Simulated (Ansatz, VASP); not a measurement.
## Two plane-wave programs on Bi

File INCAR:

```
SYSTEM = Bi
PREC = Accurate ; ENCUT = 520
EDIFF = 1E-6 ; ISMEAR = -1
SIGMA = 0.05 ; LREAL = .FALSE.
LASPH = .TRUE. ; NELM = 100
ALGO = Normal ; ISIF = 2
LWAVE = .FALSE. ; LCHARG = .FALSE.
GGA = PE ; NBANDS = 22
```

KPOINTS

```
regular mesh
0
G
  11 11 11
  0 0 0
```

File POSCAR:

```
Bi
1.0
    0.0000000000      3.6442407758      3.6442407758
    3.6442407758      0.0000000000      3.6442407758
    3.6442407758      3.6442407758      0.0000000000
Bi
2
Direct
   -0.1250000000     -0.1250000000     -0.1250000000
    0.1250000000      0.1250000000      0.1250000000
```

Input for Ansatz:

```yaml
crystal:
  lattice:
    - [0.0, 3.6442407758, 3.6442407758]
    - [3.6442407758, 0.0, 3.6442407758]
    - [3.6442407758, 3.6442407758, 0.0]
  atoms:
    - { symbol: Bi, position: [-0.125, -0.125, -0.125] }
    - { symbol: Bi, position: [0.125, 0.125, 0.125] }
kpoints:
  mp_grid: { grid: [11, 11, 11] }
  band_path:
    path:
      - [0.0, 0.0, 0.0]
      - [0.5, 0.0, 0.5]
      - [0.625, 0.25, 0.625]
      - [0.375, 0.375, 0.75]
      - [0.0, 0.0, 0.0]
      - [0.5, 0.5, 0.5]
      - [0.5, 0.25, 0.75]
      - [0.5, 0.0, 0.5]
    npoints: 8
scf:
  occupations: { method: fermi_dirac, width: 0.05 }
hamiltonian:
  xc: pbe
  pseudopotentials: { kind: paw }
output:
  forces: true
  stress: true
  eigenvalues: true
  populations: true
  dos: { projected: true, de: 0.2, e_range: [-14, 8] }
```

Change from the starting cell: volume scaled by 1, PAW files.

Alike in both runs: task single point; functional PBE; k mesh 11 × 11 × 11; occupations fermi-dirac, width 0.05 eV; no spin polarisation.

```csv
,VASP,Ansatz
version,VASP 6.6.1,Ansatz 0.2.0
potentials or method,"VASP PAW PBE potentials, release 64 (Bi_d)","PAW with Ansatz's default frozen-core files, scalar-relativistic"
plane-wave cutoff (eV),520,420
valence electrons in the cell,30,30
```

```tsv
	VASP	Ansatz	Ansatz less VASP
pressure (GPa)	0.0	0.0	+0.05
```

Neither program's run includes spin-orbit coupling.
